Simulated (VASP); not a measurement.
Write the native input for VASP 6.6.1 that does the following.

- Task: single point
- Functional: PBE
- Potentials or basis: VASP PAW PBE potentials, release 64 (H)
- Cutoff: 520 eV
- k mesh: 1 × 1 × 1
- Occupations: fermi-dirac, width 0.05 eV
- Spin: no spin polarisation
- Dipole correction: no
- Further INCAR settings: LREAL = Auto; ALGO = Normal; EDIFF = 1e-06; NBANDS = 30

The structure of H lies in POSCAR:

```
H
1.0
    6.8682850000      0.0000000000      0.0000000000
    0.0000000000      6.8682850000      0.0000000000
    0.0000000000      0.0000000000      6.8682850000
H
24
Direct
    0.5248202482      0.5242314045      0.8582693818
    0.6250926775      0.4812946398      0.8477260744
    0.2984589270      0.2024377212      0.1485567948
    0.3255586662      0.2033102579      0.0416612249
    0.1723077545      0.2072388089      0.7992317644
    0.1078921168      0.2492447688      0.7210070907
    0.8026126404      0.8483541586      0.3599472205
    0.7832201517      0.8620848621      0.2529882438
    0.1979170426      0.5361768023      0.9063087310
    0.1470765766      0.5482927985      1.0019187161
    0.2974660249      0.8646444949      0.8782085046
    0.2517030289      0.9058741361      0.7871888371
    0.2042482607      0.3022161325      0.3988230663
    0.1482352783      0.3896909845      0.4347083968
    1.0201840763      0.6864661010      0.5588708349
    0.9576839678      0.6504954734      0.6417246597
    0.2326751846      0.8365271297      0.2228505143
    0.3126494233      0.7649697577      0.2422002155
    0.4689612876     -0.0005191669      0.5266984223
    0.4539325742      0.0948812323      0.4757151638
    0.8710913181      0.5445657898      0.2103761817
    0.8128631839      0.4523166225      0.1994962947
    0.7621496087      0.1465978902      0.0445163900
    0.7097579812      0.1656812994      0.1389840758
```

The input as run:

INCAR

```
SYSTEM = H
ALGO     = Normal         ! electronic algorithm
EDIFF    = 1E-6           ! SCF threshold, eV
ENCUT    = 520            ! plane-wave cutoff, eV
GGA      = PE             ! functional
ISIF     = 2              ! what is computed and relaxed
ISMEAR   = -1             ! smearing method
LASPH    = .True.         ! aspherical terms in the spheres
LCHARG   = .False.        ! write CHGCAR
LREAL    = Auto         
LWAVE    = .False.        ! write WAVECAR
NBANDS   = 30             ! bands
NELM     = 80             ! most SCF steps
PREC     = Accurate       ! precision mode
SIGMA    = 0.05           ! smearing width, eV
```

KPOINTS

```
k-points
0
Gamma
  1 1 1
  0 0 0
```

Potentials or basis: VASP PAW PBE potentials, release 64 (H).

The run is started by

```bash
$ cat potpaw_PBE.64/H/POTCAR > POTCAR
$ mpirun -np 1 vasp_gam > vasp.out
```

Results of the run:

```
Pressure               : 0.4 GPa
Largest force          : 0.283 eV/Å
Band gap on the k mesh : 8.60 eV
```

Caveat: the k points lie up to 0.91 Å⁻¹ apart.

It took 26 s on 1 thread of Intel Xeon 6975P-C (shared host), peak memory 0.37 GiB.
